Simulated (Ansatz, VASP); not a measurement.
W in VASP and in Ansatz

```
CELL_PARAMETERS angstrom
2.48871 0.00000 0.00000
0.00000 2.48871 0.00000
0.00000 0.00000 2.48871
ATOMIC_POSITIONS crystal
W 0.00000 0.00000 0.00000
```

Change from the starting cell: volume scaled by 0.84, LAPW.

Alike in both runs: task single point; functional PBE; k mesh 16 × 16 × 16; occupations fermi-dirac, width 0.1 eV; no spin polarisation.

```csv
,VASP,Ansatz
version,VASP 6.6.1,Ansatz 0.2.0
potentials or method,"VASP PAW PBE potentials, release 64 (W_sv), cutoff 520 eV","all-electron LAPW, scalar-relativistic"
```

```csv
,VASP,Ansatz,Ansatz less VASP
pressure (GPa),56.2,54.1,-2.04
```

Both programs put the cell under a high pressure, so it lies far from rest at this level. Ansatz ran all-electron here, and VASP with PAW potentials.

Spin-orbit coupling is off throughout.
